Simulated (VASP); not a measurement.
# CdF2 (Fm-3m) in VASP: single point with PBE

Aim: the single point of CdF2 with PBE.

Everything below comes from runs of VASP 6.6.1. Logs are shortened: lines on timing, memory, paths and dates and some standing lists are left out, and cuts for length are marked.

**1. The cell of the first run**

It takes space group Fm-3m (No. 225, cubic). Conventional cell: a = 5.388 Å, b = 5.388 Å, c = 5.388 Å, α = 90.00°, β = 90.00°, γ = 90.00°. Within 3.1 Å of Cd (site symmetry m-3m) lie 8 F at 2.33 Å. Within 3.1 Å of F (site symmetry -43m) lie 4 Cd at 2.33 Å and 6 F at 2.69 Å.

**2. Single point, PBE**

Input file INCAR:

```
SYSTEM = CdF2
PREC     = Accurate       ! precision mode
ENCUT    = 520            ! plane-wave cutoff, eV
EDIFF    = 1E-6           ! SCF threshold, eV
ISMEAR   = -1             ! smearing method
SIGMA    = 0.02           ! smearing width, eV
LREAL    = .False.        ! projectors in reciprocal space
LASPH    = .True.         ! aspherical terms in the spheres
NELM     = 100            ! most SCF steps
ALGO     = Normal         ! electronic algorithm
ISIF     = 2              ! what is computed and relaxed
LWAVE    = .False.        ! write WAVECAR
LCHARG   = .False.        ! write CHGCAR
GGA      = PE             ! functional
NBANDS   = 20             ! bands
```

Input file KPOINTS:

```
Automatic mesh
0
Gamma
  8 8 8
  0 0 0
```

Input file POSCAR:

```
CdF2
1.0
    0.0000000000      2.6941776783      2.6941776783
    2.6941776783      0.0000000000      2.6941776783
    2.6941776783      2.6941776783      0.0000000000
Cd F
1 2
Direct
    0.0000000000      0.0000000000      0.0000000000
    0.2500000000      0.2500000000      0.2500000000
    0.7500000000      0.7500000000      0.7500000000
```

Potentials or basis: VASP PAW PBE potentials, release 64 (Cd, F).

The run is started by

```
$ cat potpaw_PBE.64/Cd/POTCAR potpaw_PBE.64/F/POTCAR > POTCAR
$ mpirun -np 1 vasp_std > vasp.out
```

OUTCAR:

```text
SYSTEM = CdF2
   PREC = Accurate
   ENCUT = 520
   EDIFF = 1E-6
   ISMEAR = -1
   LREAL = .False.
   LASPH = .True.
   NELM = 100
   ISIF = 2
   GGA = PE

 ion  position               nearest neighbor table
   1  0.000  0.000  0.000-   3 2.33   3 2.33   3 2.33   2 2.33   3 2.33   2 2.33   2 2.33   2 2.33

   2  0.250  0.250  0.250-   1 2.33   1 2.33   1 2.33   1 2.33
   3  0.750  0.750  0.750-   1 2.33   1 2.33   1 2.33   1 2.33

  LATTYP: Found a face centered cubic cell.
 ALAT       =     5.3883553566

  Lattice vectors:

 A1 = (   0.0000000000,   2.6941776783,   2.6941776783)
 A2 = (   2.6941776783,   0.0000000000,   2.6941776783)
 A3 = (   2.6941776783,   2.6941776783,   0.0000000000)

Analysis of symmetry for initial positions (statically):
=====================================================================
 Subroutine PRICEL returns:
 Original cell was already a primitive cell.

 Routine SETGRP: Setting up the symmetry group for a
 face centered cubic supercell.

 Subroutine GETGRP returns: Found 48 space group operations
 (whereof 48 operations were pure point group operations)
 out of a pool of 48 trial point group operations.

The static configuration has the point symmetry O_h .

Analysis of symmetry for dynamics (positions and initial velocities):
=====================================================================
 Subroutine PRICEL returns:
 Original cell was already a primitive cell.

 Routine SETGRP: Setting up the symmetry group for a
 face centered cubic supercell.

 Subroutine GETGRP returns: Found 48 space group operations
 (whereof 48 operations were pure point group operations)
 out of a pool of 48 trial point group operations.

The dynamic configuration has the point symmetry O_h .

 Subroutine INISYM returns: Found 48 space group operations
 (whereof 48 operations are pure point group operations),
 and found     1 'primitive' translations

----------------------------------------------------------------------------------------

                                     Primitive cell

  volume of cell :      39.1119

  direct lattice vectors                    reciprocal lattice vectors
     0.000000000  2.694177678  2.694177678    -0.185585384  0.185585384  0.185585384
     2.694177678  0.000000000  2.694177678     0.185585384 -0.185585384  0.185585384
     2.694177678  2.694177678  0.000000000     0.185585384  0.185585384 -0.185585384

  length of vectors
     3.810142612  3.810142612  3.810142612     0.321443315  0.321443315  0.321443315

  position of ions in fractional coordinates (direct lattice)
     0.000000000  0.000000000  0.000000000
     0.250000000  0.250000000  0.250000000
     0.750000000  0.750000000  0.750000000

  ion indices of the primitive-cell ions
   primitive index   ion index
                 1           1
                 2           2
                 3           3

----------------------------------------------------------------------------------------

 KPOINTS: Automatic mesh

Automatic generation of k-mesh.
 Grid dimensions read from file:
 generate k-points for:    8    8    8

 Generating k-lattice:

  Cartesian coordinates                     Fractional coordinates (reciprocal lattice)
    -0.023198173  0.023198173  0.023198173     0.125000000  0.000000000  0.000000000
     0.023198173 -0.023198173  0.023198173     0.000000000  0.125000000  0.000000000
     0.023198173  0.023198173 -0.023198173     0.000000000  0.000000000  0.125000000

  Length of vectors
     0.040180414  0.040180414  0.040180414

  Shift w.r.t. Gamma in fractional coordinates (k-lattice)
     0.000000000  0.000000000  0.000000000

 Subroutine IBZKPT returns following result:
 ===========================================

 Found     29 irreducible k-points:

 Following reciprocal coordinates:
            Coordinates               Weight
  0.000000  0.000000  0.000000      1.000000
  0.125000  0.000000  0.000000      8.000000
  0.250000  0.000000  0.000000      8.000000
  0.375000  0.000000  0.000000      8.000000
  0.500000  0.000000  0.000000      4.000000
  0.125000  0.125000  0.000000      6.000000
[... 16 lines left out ...]
  0.500000  0.250000  0.125000     48.000000
 -0.375000  0.250000  0.125000     24.000000
 [... further k-points ...]
   k-points           NKPTS =     29   k-points in BZ     NKDIM =     29   number of bands    NBANDS=     20
   number of dos      NEDOS =    301   number of ions     NIONS =      3
   total plane-waves  NPLWV =  21952
   dimension x,y,z NGX =    28 NGY =   28 NGZ =   28
   dimension x,y,z NGXF=    56 NGYF=   56 NGZF=   56
   ions per type =               1   2
   NGX,Y,Z   is equivalent  to a cutoff of  12.22, 12.22, 12.22 a.u.
   NGXF,Y,Z  is equivalent  to a cutoff of  24.43, 24.43, 24.43 a.u.
 SYSTEM =  CdF2
   PREC   = accura    normal or accurate (medium, high low for compatibility)
   ISTART =      0    job   : 0-new  1-cont  2-samecut
   ICHARG =      2    charge: 1-file 2-atom 10-const
   ISPIN  =      1    spin polarized calculation?
   LNONCOLLINEAR =      F non collinear calculations
   LSORBIT =      F    spin-orbit coupling
   LASPH  =      T    aspherical Exc in radial PAW
   ENCUT  =  520.0 eV  38.22 Ry    6.18 a.u.   7.08  7.08  7.08*2*pi/ulx,y,z
   NELM   =    100;   NELMIN=  2; NELMDL= -5     # of ELM steps
   EDIFF  = 0.1E-05   stopping-criterion for ELM
   LREAL  =      F    real-space projection
   EDIFFG = 0.1E-04   stopping-criterion for IOM
   NSW    =      0    number of steps for IOM
   IBRION =     -1    ionic relax: 0-MD 1-quasi-New 2-CG
   NFREE  =      0    steps in history (QN), initial steepest desc. (CG)
   ISIF   =      2    stress and relaxation
   ISYM   =      2    0-nonsym 1-usesym 2-fastsym
   POTIM  = 0.5000    time-step for ionic-motion
   TEBEG  =    0.0;   TEEND  =   0.0 temperature during run
   PSTRESS=    0.0 pullay stress
   NELECT =      26.0000    total number of electrons
   NUPDOWN=      -1.0000    fix difference up-down
   EMIN   =  10.00;   EMAX   =-10.00  energy-range for DOS
   EFERMI =   0.00;   METHOD = LEGACY
   ISMEAR =    -1;   SIGMA  =   0.02  broadening in eV -4-tet -1-fermi 0-gaus
   EFERMI_NEDOS =   21; number of points for ismear=-14 and -15
   IALGO  =     38    algorithm
   IMIX   =      4    mixing-type and parameters
     AMIX     =   0.40;   BMIX     =  1.00
     AMIX_MAG =   1.60;   BMIX_MAG =  1.00
  volume/ion in A,a.u.               =      13.04        87.98
  Fermi-wavevector in a.u.,A,eV,Ry     =   1.428772  2.699988 27.774804  2.041391
  Thomas-Fermi vector in A             =   2.548798
   LORBIT       =      0    0 simple, 1 ext, 2 COOP (PROOUT), +10 PAW based schemes
   GGA     = PE    functional components
   LHFCALC =     F    Hartree Fock is set to
   AEXX    =    0.0000 exact exchange contribution
   IVDW    =     0    specifies the selected vdW correction
   LEPSILON=     F    determine dielectric tensor
   LRPA    =     F    only Hartree local field effects (RPA)
 non-spin polarized calculation
  energy-cutoff  :      520.00
  volume of cell :       39.11
 maximum number of plane-waves:      1067
   NGX = 15   NGY = 15   NGZ = 15

 number of electron      25.9999990 magnetization

 Free energy of the ion-electron system (eV)
  ---------------------------------------------------
  ext. energy  EPLUGINS =         0.00000000
  ---------------------------------------------------
  free energy    TOTEN  =       -10.85972024 eV

  energy without entropy =      -10.85972024  energy(sigma->0) =      -10.85972024

 E-fermi :  -0.8775     XC(G=0): -10.4111

 val. band max:       -1.3130434175   @ k =  -0.2500   0.5000   0.2500
 cond. band min:       1.7542603999   @ k =   0.0000   0.0000   0.0000
 fundamental gap:      3.0673038173
 Fermi energy:        -0.8775020794

 k-point     1 :       0.0000    0.0000    0.0000
  band No.  band energies     occupation
      1     -22.1172      2.00000
      2     -21.0129      2.00000
      3      -6.9278      2.00000
      4      -6.9278      2.00000
      5      -6.9278      2.00000
      6      -5.7210      2.00000
[... 12 lines left out ...]
     19      18.5835      0.00000
     20      18.5835      0.00000

 k-point     2 :       0.1250    0.0000    0.0000
  band No.  band energies     occupation
      1     -22.0672      2.00000
      2     -21.0565      2.00000
      3      -6.8688      2.00000
      4      -6.8688      2.00000
      5      -6.7621      2.00000
      6      -5.7388      2.00000
[... 12 lines left out ...]
     19      18.1837      0.00000
     20      18.1837      0.00000

 k-point     3 :       0.2500    0.0000    0.0000
  band No.  band energies     occupation
      1     -21.9329      2.00000
      2     -21.1767      2.00000
      3      -6.7331      2.00000
      4      -6.7331      2.00000
      5      -6.3173      2.00000
      6      -5.7534      2.00000
[... 12 lines left out ...]
     19      17.5173      0.00000
     20      18.2670      0.00000

 k-point     4 :       0.3750    0.0000    0.0000
  band No.  band energies     occupation
      1     -21.7474      2.00000
      2     -21.3443      2.00000
      3      -6.6217      2.00000
      4      -6.6217      2.00000
      5      -5.7607      2.00000
      6      -5.7018      2.00000
[... 12 lines left out ...]
     19      17.0416      0.00000
     20      17.7939      0.00000

 k-point     5 :       0.5000    0.0000    0.0000
  band No.  band energies     occupation
      1     -21.5791      2.00000
      2     -21.5046      2.00000
      3      -6.5881      2.00000
      4      -6.5881      2.00000
      5      -5.6502      2.00000
      6      -5.6502      2.00000
[... 12 lines left out ...]
     19      16.8722      0.00000
     20      17.4443      0.00000
[... 353 lines left out ...]
      6      -5.6054      2.00000
[... 12 lines left out ...]
     19      18.1396      0.00000
     20      20.1248      0.00000

 k-point    22 :       0.3750    0.2500    0.1250
  band No.  band energies     occupation
      1     -21.8389      2.00000
      2     -21.2517      2.00000
      3      -6.5937      2.00000
      4      -6.5530      2.00000
      5      -6.0500      2.00000
      6      -5.9881      2.00000
[... 12 lines left out ...]
     19      18.1597      0.00000
     20      20.5331      0.00000

 k-point    23 :       0.5000    0.2500    0.1250
  band No.  band energies     occupation
      1     -21.6896      2.00000
      2     -21.3812      2.00000
      3      -6.5029      2.00000
      4      -6.4021      2.00000
      5      -5.9532      2.00000
      6      -5.7147      2.00000
[... 12 lines left out ...]
     19      17.6134      0.00000
     20      20.5739      0.00000

 k-point    24 :      -0.3750    0.2500    0.1250
  band No.  band energies     occupation
      1     -21.5496      2.00000
      2     -21.5123      2.00000
      3      -6.4732      2.00000
      4      -6.3635      2.00000
      5      -5.7774      2.00000
      6      -5.7547      2.00000
[... 12 lines left out ...]
     19      17.4004      0.00000
     20      20.9744      0.00000

 [... further k-points ...]

------------------------ aborting loop because EDIFF is reached ----------------------------------------

  FORCE on cell =-STRESS in cart. coord.  units (eV):
  Direction    XX          YY          ZZ          XY          YZ          ZX
  --------------------------------------------------------------------------------------
  -------------------------------------------------------------------------------------
  Total        1.5091846      1.5091846      1.5091846      0.0000000     -0.0000000      0.0000000
  in kB       61.8221715     61.8221715     61.8221715      0.0000000     -0.0000000      0.0000000
  external PRESSURE =      61.8221715 kB  Pullay stress =       0.0000000 kB

 VOLUME and BASIS-vectors are now :
 -----------------------------------------------------------------------------
  energy-cutoff  :      520.00
  volume of cell :       39.11
      direct lattice vectors                 reciprocal lattice vectors
     0.000000000  2.694177678  2.694177678    -0.185585384  0.185585384  0.185585384
     2.694177678  0.000000000  2.694177678     0.185585384 -0.185585384  0.185585384
     2.694177678  2.694177678  0.000000000     0.185585384  0.185585384 -0.185585384

 POSITION                                       TOTAL-FORCE (eV/Angst)
 -----------------------------------------------------------------------------------
      0.00000      0.00000      0.00000        -0.000000     -0.000000     -0.000000
      1.34709      1.34709      1.34709         0.000000      0.000000      0.000000
      4.04127      4.04127      4.04127        -0.000000     -0.000000     -0.000000
 -----------------------------------------------------------------------------------
    total drift:                                0.000000      0.000000      0.000000

  FREE ENERGIE OF THE ION-ELECTRON SYSTEM (eV)
  ---------------------------------------------------
  free  energy   TOTEN  =       -10.8597202431 eV

  energy  without entropy=      -10.8597202431  energy(sigma->0) =      -10.85972024
```

Wall time 10 s (1 thread of Intel Xeon 6975P-C (Granite Rapids), shared host); peak memory 0.16 GiB.

Results:

```
Free energy            : -10.8597 eV
Pressure               : 6.2 GPa
Band gap on the k mesh : 3.07 eV (least direct gap 3.57 eV)
```

Levels at points of the mesh, in eV from the valence-band top:
```tsv
k point	band 9	band 10	band 11	band 12	band 13	band 14	band 15	band 16	band 17	band 18
(0.00, 0.00, 0.00)	-0.97	-0.97	-0.50	-0.50	-0.50	3.07	12.70	12.70	12.70	17.64
(0.50, 0.00, 0.00)	-2.27	-1.84	-1.84	-0.40	-0.40	7.17	9.16	14.50	14.50	18.19
(0.50, 0.50, 0.00)	-2.96	-2.96	-0.50	-0.09	-0.09	8.00	9.65	11.92	14.28	14.28
```

Caveat: the cell stands under pressure. A k mesh can miss the band edges.
